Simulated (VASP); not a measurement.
# TaN (Fm-3m) in VASP: notebook

The runs below take TaN through single point, with r2SCAN.

All numbers are computed with VASP 6.6.1; they aren't measurements. Logs are shortened: lines on timing, memory, paths and dates and some standing lists are left out, and cuts for length are marked.

## 1. The cell of the first run

The structure is cubic, space group Fm-3m (No. 225). The conventional cell has a = 4.380 Å, b = 4.380 Å, c = 4.380 Å, α = 90.00°, β = 90.00°, γ = 90.00°. Within 2.9 Å of Ta (site symmetry m-3m) lie 6 N at 2.19 Å. N (site symmetry m-3m) has 6 Ta at 2.19 Å within 2.9 Å.

## 2. Single point, r2SCAN

Contents of POSCAR:

```
TaN
1.0
    0.0000000000      2.1900926495      2.1900926495
    2.1900926495      0.0000000000      2.1900926495
    2.1900926495      2.1900926495      0.0000000000
Ta N
1 1
Direct
    0.5000000000      0.5000000000      0.5000000000
    0.0000000000      0.0000000000      0.0000000000
```

Contents of INCAR.step1:

```
SYSTEM = TaN
PREC = Accurate
ENCUT = 520
ISMEAR = 0
SIGMA = 0.1
LREAL = .FALSE.
LASPH = .TRUE.
NELM = 80
NBANDS = 15
GGA = PE
ALGO = Normal
EDIFF = 1E-4
LWAVE = .TRUE.
LCHARG = .FALSE.
```

Contents of INCAR.step2:

```
SYSTEM = TaN
PREC = Accurate
ENCUT = 520
EDIFF = 1E-7
ISMEAR = 0
SIGMA = 0.1
LREAL = .FALSE.
LASPH = .TRUE.
NELM = 80
ALGO = Normal
ISIF = 2
LWAVE = .FALSE.
LCHARG = .TRUE.
METAGGA = R2SCAN
LMIXTAU = .TRUE.
LELF = .TRUE.
LVHAR = .TRUE.
NBANDS = 15
ISTART = 1
```

Contents of KPOINTS:

```
regular mesh
0
G
  16 16 16
  0 0 0
```

Potentials or basis: VASP PAW PBE potentials, release 64 (Ta_pv, N).

Command:

```console
$ cat potpaw_PBE.64/Ta_pv/POTCAR potpaw_PBE.64/N/POTCAR > POTCAR
$ cp INCAR.step1 INCAR
$ mpirun -np 1 vasp_std > vasp.out
$ cp INCAR.step2 INCAR
$ mpirun -np 1 vasp_std > vasp.out
```

OUTCAR:

```text
SYSTEM = TaN
   PREC = Accurate
   ENCUT = 520
   EDIFF = 1E-7
   ISMEAR = 0
   LREAL = .FALSE.
   LASPH = .TRUE.
   NELM = 80
   ISIF = 2
   METAGGA = R2SCAN
   ISTART = 1

 ion  position               nearest neighbor table
   1  0.500  0.500  0.500-   2 2.19   2 2.19   2 2.19   2 2.19   2 2.19   2 2.19
   2  0.000  0.000  0.000-   1 2.19   1 2.19   1 2.19   1 2.19   1 2.19   1 2.19

  LATTYP: Found a face centered cubic cell.
 ALAT       =     4.3801852990

  Lattice vectors:

 A1 = (   0.0000000000,   2.1900926495,   2.1900926495)
 A2 = (   2.1900926495,   0.0000000000,   2.1900926495)
 A3 = (   2.1900926495,   2.1900926495,   0.0000000000)

Analysis of symmetry for initial positions (statically):
=====================================================================
 Subroutine PRICEL returns:
 Original cell was already a primitive cell.

 Routine SETGRP: Setting up the symmetry group for a
 face centered cubic supercell.

 Subroutine GETGRP returns: Found 48 space group operations
 (whereof 48 operations were pure point group operations)
 out of a pool of 48 trial point group operations.

The static configuration has the point symmetry O_h .

Analysis of symmetry for dynamics (positions and initial velocities):
=====================================================================
 Subroutine PRICEL returns:
 Original cell was already a primitive cell.

 Routine SETGRP: Setting up the symmetry group for a
 face centered cubic supercell.

 Subroutine GETGRP returns: Found 48 space group operations
 (whereof 48 operations were pure point group operations)
 out of a pool of 48 trial point group operations.

The dynamic configuration has the point symmetry O_h .

 Subroutine INISYM returns: Found 48 space group operations
 (whereof 48 operations are pure point group operations),
 and found     1 'primitive' translations

----------------------------------------------------------------------------------------

                                     Primitive cell

  volume of cell :      21.0096

  direct lattice vectors                    reciprocal lattice vectors
     0.000000000  2.190092649  2.190092649    -0.228300844  0.228300844  0.228300844
     2.190092649  0.000000000  2.190092649     0.228300844 -0.228300844  0.228300844
     2.190092649  2.190092649  0.000000000     0.228300844  0.228300844 -0.228300844

  length of vectors
     3.097258728  3.097258728  3.097258728     0.395428661  0.395428661  0.395428661

[... 85 lines left out ...]
   NFREE  =      0    steps in history (QN), initial steepest desc. (CG)
   ISIF   =      2    stress and relaxation
   ISYM   =      2    0-nonsym 1-usesym 2-fastsym
   POTIM  = 0.5000    time-step for ionic-motion
   TEBEG  =    0.0;   TEEND  =   0.0 temperature during run
   PSTRESS=    0.0 pullay stress
   NELECT =      16.0000    total number of electrons
   NUPDOWN=      -1.0000    fix difference up-down
   EMIN   =  10.00;   EMAX   =-10.00  energy-range for DOS
   EFERMI =   0.00;   METHOD = LEGACY
   ISMEAR =     0;   SIGMA  =   0.10  broadening in eV -4-tet -1-fermi 0-gaus
   EFERMI_NEDOS =   21; number of points for ismear=-14 and -15
   IALGO  =     38    algorithm
   IMIX   =      4    mixing-type and parameters
     AMIX     =   0.40;   BMIX     =  1.00
     AMIX_MAG =   1.60;   BMIX_MAG =  1.00
  volume/ion in A,a.u.               =      10.50        70.89
  Fermi-wavevector in a.u.,A,eV,Ry     =   1.495004  2.825148 30.409522  2.235037
  Thomas-Fermi vector in A             =   2.607204
   LORBIT       =      0    0 simple, 1 ext, 2 COOP (PROOUT), +10 PAW based schemes
   METAGGA = R2SCAN    functional components
   LHFCALC =     F    Hartree Fock is set to
   AEXX    =    0.0000 exact exchange contribution
   IVDW    =     0    specifies the selected vdW correction
   LEPSILON=     F    determine dielectric tensor
   LRPA    =     F    only Hartree local field effects (RPA)
 non-spin polarized calculation
 Gauss-broadening in eV      SIGMA  =   0.10
  energy-cutoff  :      520.00
  volume of cell :       21.01
 maximum number of plane-waves:       588
   NGX = 11   NGY = 11   NGZ = 11

 number of electron      16.0000001 magnetization

 Free energy of the ion-electron system (eV)
  ---------------------------------------------------
  ext. energy  EPLUGINS =         0.00000000
  ---------------------------------------------------
  free energy    TOTEN  =       -59.61840038 eV

  energy without entropy =      -59.61296178  energy(sigma->0) =      -59.61568108

 E-fermi :   9.7459     XC(G=0): -14.5322

 val. band max:        9.7456481456   @ k =  -0.3125   0.3125   0.1250
 cond. band min:       9.7611749848   @ k =  -0.3125   0.3125   0.0625
 fundamental gap:      0.0155268392
 Fermi energy:         9.7459424065

 k-point     1 :       0.0000    0.0000    0.0000
  band No.  band energies     occupation
      1     -27.3749      2.00000
      2     -27.3749      2.00000
      3     -27.3749      2.00000
      4     -10.3680      2.00000
      5       5.5660      2.00000
      6       5.5660      2.00000
      7       5.5660      2.00000
      8       7.5493      2.00000
      9       7.5493      2.00000
     10       7.5493      2.00000
     11       9.8831      0.05246
     12       9.8831      0.05246
     13      11.6375      0.00000
     14      19.3382      0.00000
[... 401 lines left out ...]
      2     -27.3985      2.00000
      3     -27.3769      2.00000
      4     -10.1110      2.00000
      5       4.3353      2.00000
      6       4.6609      2.00000
      7       5.0252      2.00000
      8       7.7312      2.00000
      9       7.9354      2.00000
     10       8.2792      2.00000
     11      10.3274      0.00000
     12      11.2019      0.00000
     13      12.4581      0.00000
     14      19.3381      0.00000
     15      20.5308      0.00000

 [... further k-points ...]
[... 5 lines left out ...]
  --------------------------------------------------------------------------------------
  -------------------------------------------------------------------------------------
  Total        0.7935691      0.7935691      0.7935691      0.0000000      0.0000000      0.0000000
  in kB       60.5170705     60.5170705     60.5170705      0.0000000      0.0000000      0.0000000
  external PRESSURE =      60.5170705 kB  Pullay stress =       0.0000000 kB

 VOLUME and BASIS-vectors are now :
 -----------------------------------------------------------------------------
  energy-cutoff  :      520.00
  volume of cell :       21.01
      direct lattice vectors                 reciprocal lattice vectors
     0.000000000  2.190092649  2.190092649    -0.228300844  0.228300844  0.228300844
     2.190092649  0.000000000  2.190092649     0.228300844 -0.228300844  0.228300844
     2.190092649  2.190092649  0.000000000     0.228300844  0.228300844 -0.228300844

 POSITION                                       TOTAL-FORCE (eV/Angst)
 -----------------------------------------------------------------------------------
      2.19009      2.19009      2.19009        -0.000000      0.000000     -0.000000
      0.00000      0.00000      0.00000         0.000000     -0.000000      0.000000
 -----------------------------------------------------------------------------------
    total drift:                                0.000000     -0.000000     -0.000000

  FREE ENERGIE OF THE ION-ELECTRON SYSTEM (eV)
  ---------------------------------------------------
  free  energy   TOTEN  =       -59.6184003809 eV

  energy  without entropy=      -59.6129617787  energy(sigma->0) =      -59.61568108
```

Wall time 60 s (1 thread of Intel Xeon Platinum 8488C (Sapphire Rapids), shared host); peak memory 0.18 GiB.

Results:

| Item | Value |
| --- | --- |
| Free energy | -59.6184 eV |
| Pressure | 6.1 GPa |
| Band gap on the k mesh | zero (band 8 reaches 11.71 eV, above the bottom of band 9 at 7.55 eV) |

Caveat: the PAW data sets were made with another functional, which shifts forces and pressure a little; spin-orbit coupling is left out, which moves the levels of the heavy elements.

## 3. Single point, r2SCAN

This run uses another cell than the first one, of 10.59 Å³/atom, 1.008 times its volume.

Contents of POSCAR:

```
TaN
1.0
    0.0000000000      2.1962151849      2.1962151849
    2.1962151849      0.0000000000      2.1962151849
    2.1962151849      2.1962151849      0.0000000000
Ta N
1 1
Direct
    0.5000000000      0.5000000000      0.5000000000
    0.0000000000      0.0000000000      0.0000000000
```

Contents of INCAR.step1:

```
SYSTEM = TaN
  PREC = Accurate
  ENCUT = 520
  ISMEAR = 0
  SIGMA = 0.1
  LREAL = .FALSE.
  LASPH = .TRUE.
  NELM = 80
  NBANDS = 15
  GGA = PE
  ALGO = Normal
  EDIFF = 1E-4
  LWAVE = .TRUE.
  LCHARG = .FALSE.
```

Contents of INCAR.step2:

```
SYSTEM = TaN
  PREC = Accurate
  ENCUT = 520
  EDIFF = 1E-6
  ISMEAR = 0
  SIGMA = 0.1
  LREAL = .FALSE.
  LASPH = .TRUE.
  NELM = 80
  ALGO = Normal
  ISIF = 2
  LWAVE = .FALSE.
  LCHARG = .FALSE.
  METAGGA = R2SCAN
  LMIXTAU = .TRUE.
  NBANDS = 15
  ISTART = 1
```

Contents of KPOINTS:

```
Automatic mesh
0
G
  16 16 16
  0 0 0
```

Potentials or basis: VASP PAW PBE potentials, release 64 (Ta_pv, N).

Command:

```console
$ cat potpaw_PBE.64/Ta_pv/POTCAR potpaw_PBE.64/N/POTCAR > POTCAR
$ cp INCAR.step1 INCAR
$ mpirun -np 1 vasp_std > vasp.out
$ cp INCAR.step2 INCAR
$ mpirun -np 1 vasp_std > vasp.out
```

Wall time 59 s (1 thread of Intel Xeon Platinum 8488C (Sapphire Rapids), shared host); peak memory 0.18 GiB.

Results (log left out):

```
Free energy            : -59.6235 eV
Pressure               : 3.0 GPa
Band gap on the k mesh : zero (band 8 reaches 11.59 eV, above the bottom of band 9 at 7.48 eV)
```

Levels at points of the mesh, in eV from the Fermi level:
```
           k point  band 5  band 6  band 7  band 8  band 9  band 10  band 11  band 12
(0.00, 0.00, 0.00)   -4.15   -4.15   -4.15   -2.17   -2.17    -2.17     0.14     0.14
(0.50, 0.00, 0.00)  -10.86   -8.02   -8.02    1.94    1.94     2.09     4.10     7.87
(0.50, 0.50, 0.00)   -7.09   -5.64   -5.01   -5.01    2.23     3.57     3.57     4.76
```

Caveat: the PAW data sets were made with another functional, which shifts forces and pressure a little; spin-orbit coupling is left out, which moves the levels of the heavy elements.

## 4. Single point, r2SCAN

This run uses another cell than the first one, of 10.65 Å³/atom, 1.014 times its volume.

Contents of POSCAR:

```
TaN
1.0
    0.0000000000      2.2003940968      2.2003940968
    2.2003940968      0.0000000000      2.2003940968
    2.2003940968      2.2003940968      0.0000000000
Ta N
1 1
Direct
    0.5000000000      0.5000000000      0.5000000000
    0.0000000000      0.0000000000      0.0000000000
```

Contents of INCAR.step1:

```
SYSTEM = TaN
PREC     = Accurate       ! precision mode
ENCUT    = 520            ! plane-wave cutoff, eV
ISMEAR   = 0              ! smearing method
SIGMA    = 0.1            ! smearing width, eV
LREAL    = .FALSE.        ! projectors in reciprocal space
LASPH    = .TRUE.         ! aspherical terms in the spheres
NELM     = 80             ! most SCF steps
NBANDS   = 15             ! bands
GGA      = PE             ! functional
ALGO     = Normal         ! electronic algorithm
EDIFF    = 1E-4           ! SCF threshold, eV
LWAVE    = .TRUE.         ! write WAVECAR
LCHARG   = .FALSE.        ! write CHGCAR
```

Contents of INCAR.step2:

```
SYSTEM = TaN
PREC     = Accurate       ! precision mode
ENCUT    = 520            ! plane-wave cutoff, eV
EDIFF    = 1E-6           ! SCF threshold, eV
ISMEAR   = 0              ! smearing method
SIGMA    = 0.1            ! smearing width, eV
LREAL    = .FALSE.        ! projectors in reciprocal space
LASPH    = .TRUE.         ! aspherical terms in the spheres
NELM     = 80             ! most SCF steps
ALGO     = Normal         ! electronic algorithm
ISIF     = 2              ! what is computed and relaxed
LWAVE    = .FALSE.        ! write WAVECAR
LCHARG   = .FALSE.        ! write CHGCAR
METAGGA  = R2SCAN         ! meta-GGA
LMIXTAU  = .TRUE.       
NBANDS   = 15             ! bands
ISTART   = 1
```

KPOINTS is that of step 3.

Command:

```console
$ cat potpaw_PBE.64/Ta_pv/POTCAR potpaw_PBE.64/N/POTCAR > POTCAR
$ cp INCAR.step1 INCAR
$ mpirun -np 1 vasp_std > vasp.out
$ cp INCAR.step2 INCAR
$ mpirun -np 1 vasp_std > vasp.out
```

Wall time 65 s (1 thread of Intel Xeon Platinum 8488C (Sapphire Rapids), shared host); peak memory 0.18 GiB.

It converged, with:

```yaml
Free_energy: -59.6251 eV
Pressure: 0.9 GPa
Band_gap_on_the_k_mesh: zero (band 8 reaches 11.51 eV, above the bottom of band 9 at 7.43 eV)
```

Levels at points of the mesh, in eV from the Fermi level:
```
           k point  band 4  band 5  band 6  band 7  band 8  band 9  band 10  band 11  band 12  band 13
(0.00, 0.00, 0.00)  -19.99   -4.14   -4.14   -4.14   -2.16   -2.16    -2.16     0.14     0.14     1.77
(0.50, 0.00, 0.00)  -17.00  -10.81   -7.98   -7.98    1.92    1.92     2.07     4.09     7.81     7.81
(0.50, 0.50, 0.00)  -18.77   -7.08   -5.60   -4.99   -4.99    2.21     3.54     3.54     4.70     7.36
```

Caveat: the PAW data sets were made with another functional, which shifts forces and pressure a little; spin-orbit coupling is left out, which moves the levels of the heavy elements.

## 5. Overview

| cell | gap on the mesh (eV) | pressure (GPa) |
| --- | --- | --- |
| a = 3.097 Å, angles 60.0°, 2 atoms | none | 6.1 |
| a = 3.106 Å, angles 60.0°, 2 atoms | none | 3.0 |
| a = 3.112 Å, angles 60.0°, 2 atoms | none | 0.9 |

Alike in all rows: task single point; level r2SCAN; potentials or basis VASP PAW PBE potentials, release 64 (Ta_pv, N); no spin polarisation; k mesh 16 × 16 × 16; cutoff (eV) 520; smearing gaussian 0.1 eV.

Caveats: the PAW data sets were made with another functional, which shifts forces and pressure a little; spin-orbit coupling is left out, which moves the levels of the heavy elements.

Absolute energies hang on the potentials; compare differences alone.
